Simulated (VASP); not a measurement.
# KBr: single point with LDA

KBr:

```xyz
4
Lattice="3.8300 0.0000 0.0000 0.0000 3.8300 0.0000 0.0000 0.0000 7.6600" Properties=species:S:1:pos:R:3 pbc="T T T"
K     0.0000    0.0000   -0.2832
K     0.0000    0.0000    3.5468
Br    1.8036    1.9150    2.0536
Br    2.0264    1.9150    5.8836
```

This cell differs from its parent crystal: atoms displaced along a vibrational mode.

```
Program                : VASP 6.6.1
Task                   : single point
Functional             : LDA
Potentials or basis    : VASP PAW LDA potentials, release 64 (K_sv, Br)
Cutoff                 : 520 eV
k mesh                 : 6 × 6 × 4
Occupations            : gaussian, width 0.05 eV
Spin                   : no spin polarisation
Dipole correction      : no
Further INCAR settings : ALGO = Normal; EDIFF = 1e-06; NBANDS = 24
```

```json
{
 "Pressure": "1.6 GPa",
 "Largest force": "0.543 eV/Å",
 "Band gap on the k mesh": "4.08 eV"
}
```

Forces in eV/Å, atoms in the order of the input:
```
K    0.199  0.000  0.505
K   -0.199  0.000  0.505
Br   0.200  0.000 -0.505
Br  -0.200  0.000 -0.505
```

Stress tensor (GPa, compression positive):
```
1.90 0.00 0.00
0.00 2.01 0.00
0.00 0.00 1.02
```

Levels at points of the mesh, in eV from the valence-band top:
```tsv
k point	band 12	band 13	band 14	band 15	band 16	band 17	band 18	band 19	band 20	band 21
(0.00, 0.00, 0.00)	-0.39	-0.31	-0.30	-0.30	-0.29	4.08	5.31	5.88	6.59	6.97
(0.50, 0.00, 0.00)	-1.74	-1.69	-0.39	-0.23	-0.07	5.00	6.44	6.66	6.69	8.00
(0.00, 0.50, 0.00)	-1.73	-1.69	-0.38	-0.22	-0.07	4.97	6.44	6.67	6.67	7.78
(0.50, 0.50, 0.00)	-1.84	-1.84	-1.68	-1.68	0.00	5.06	6.76	7.18	7.20	7.65
(0.00, 0.00, 0.50)	-1.61	-0.30	-0.30	-0.30	-0.30	5.41	5.41	5.79	5.79	7.34
(0.50, 0.00, 0.50)	-2.14	-1.04	-1.04	-0.24	-0.24	5.93	5.93	6.74	6.74	8.62
(0.00, 0.50, 0.50)	-2.13	-1.06	-1.06	-0.22	-0.22	5.95	5.95	6.74	6.74	8.52
(0.50, 0.50, 0.50)	-1.76	-1.76	-1.76	-1.05	-1.05	6.10	6.10	7.49	7.49	7.54
```

Run time: 36 s on 1 thread of Intel(R) Xeon(R) 6975P-C (Granite Rapids), with other jobs on the host, peak memory 0.24 GiB.

Caveat: the cell differs from its parent crystal (atoms displaced along a vibrational mode). A k mesh can miss the band edges.
